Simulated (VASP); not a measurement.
Runs of VASP 6.6.1 on C. Symmetry: Fmmm, No. 69, orthorhombic system. The conventional cell has a = 2.456 Å, b = 4.254 Å, c = 6.696 Å, α = 90.00°, β = 90.00°, γ = 90.00°. Within 1.9 Å of C (site symmetry m2m) lie 3 C at 1.42 Å. 

```tsv
k mesh	pressure (GPa)	largest force (eV/Å)
4 × 4 × 4	4.1	0.02
8 × 8 × 8	4.6	0.05
7 × 7 × 7	(a)	0.01
6 × 6 × 6	4.7	-
10 × 10 × 10	4.6	0.01
```

Alike in all rows: task single point; level PBE; potentials or basis VASP PAW PBE potentials, release 64 (C); no spin polarisation; cell as given; cutoff (eV) 600; smearing fermi-dirac 0.1 eV.

Problem. Estimate the missing entries.

Solution. (a) 4.5.

Caveats: some runs use coarse meshes; this functional lacks dispersion, which binds the layers, so the pressure and a relaxed spacing across them are unreliable; the cell stands under pressure (at least some runs).
